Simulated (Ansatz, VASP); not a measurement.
**MoSe in VASP and in Ansatz**

POSCAR

```
MoSe
1.0
    0.0000000000      2.8502003382      2.8502003382
    2.8502003382      0.0000000000      2.8502003382
    2.8502003382      2.8502003382      0.0000000000
Mo Se
1 1
Direct
    0.0000000000      0.0000000000      0.0000000000
    0.2500000000      0.2500000000      0.2500000000
```

INCAR.step1

```
SYSTEM = MoSe
PREC     = Accurate       ! precision mode
ENCUT    = 520            ! plane-wave cutoff, eV
ISMEAR   = 0              ! smearing method
SIGMA    = 0.05           ! smearing width, eV
LREAL    = .False.        ! projectors in reciprocal space
LASPH    = .True.         ! aspherical terms in the spheres
NELM     = 150            ! most SCF steps
ISPIN    = 2              ! spin polarisation
MAGMOM   = 1.02 0         ! initial moments
LMAXMIX  = 4              ! l up to which the mixer works
NBANDS   = 21             ! bands
GGA      = PE             ! functional
ALGO     = Normal         ! electronic algorithm
EDIFF    = 1E-4           ! SCF threshold, eV
LWAVE    = .True.         ! write WAVECAR
LCHARG   = .False.        ! write CHGCAR
```

The input INCAR.step2:

```
SYSTEM = MoSe
PREC     = Accurate       ! precision mode
ENCUT    = 520            ! plane-wave cutoff, eV
EDIFF    = 1E-6           ! SCF threshold, eV
ISMEAR   = 0              ! smearing method
SIGMA    = 0.05           ! smearing width, eV
LREAL    = .False.        ! projectors in reciprocal space
LASPH    = .True.         ! aspherical terms in the spheres
NELM     = 150            ! most SCF steps
ALGO     = Normal         ! electronic algorithm
ISIF     = 2              ! what is computed and relaxed
LWAVE    = .False.        ! write WAVECAR
LCHARG   = .False.        ! write CHGCAR
ISPIN    = 2              ! spin polarisation
MAGMOM   = 1.02 0         ! initial moments
LORBIT   = 11             ! projections on sites
LMAXMIX  = 4              ! l up to which the mixer works
METAGGA  = R2SCAN         ! meta-GGA
LMIXTAU  = .True.       
NBANDS   = 21             ! bands
ISTART   = 1
```

KPOINTS

```
Automatic mesh
0
Gamma
  10 10 10
  0 0 0
```

Input for Ansatz:

```yaml
crystal:
  lattice:
    - [0.0, 2.8502003382, 2.8502003382]
    - [2.8502003382, 0.0, 2.8502003382]
    - [2.8502003382, 2.8502003382, 0.0]
  atoms:
    - { symbol: Mo, position: [0.0, 0.0, 0.0], spin: 1.02 }
    - { symbol: Se, position: [0.25, 0.25, 0.25] }
basis:
  ecutwfc: 500
  ecutrho_ratio: 4
kpoints:
  mp_grid: { grid: [10, 10, 10] }
hamiltonian:
  xc: r2scan
scf:
  occupations: { method: gaussian, width: 0.05 }
output:
  forces: true
  stress: true
  eigenvalues: true
  populations: true
magnetization:
  spin_polarized: true
```

Alike in both runs: task single point; functional r2SCAN; k mesh 10 × 10 × 10; occupations gaussian, width 0.05 eV; collinear spin.

|  | VASP | Ansatz |
| --- | --- | --- |
| version | VASP 6.6.1 | Ansatz 0.2.0 |
| potentials or method | VASP PAW PBE potentials, release 64 (Mo_sv, Se), cutoff 520 eV | scalar-relativistic, plane waves, PAW |
| valence electrons in the cell | 20 | 30 |

VASP gave:

- gap on the k mesh at the Fermi level (eV): none
- pressure (GPa): -1.9
- net moment per atom (μB): 0.65
- size of the moment on the site where the two differ most (μB): 1.19

Which values does Ansatz return?

gap on the k mesh at the Fermi level (eV): none; pressure (GPa): -2.0; net moment per atom (μB): 0.65; size of the moment on the site where the two differ most (μB): 0.95.

VASP's potentials were made for PBE, not for r2SCAN. Site moments also hang on the region over which each program counts them. A gap of «none» marks a metal or a gap that the smearing closes. VASP's potentials hold 20 valence electrons a cell and Ansatz's 30, so a difference there can come from the potentials and not from the codes. Ansatz's warnings: stability check not made.
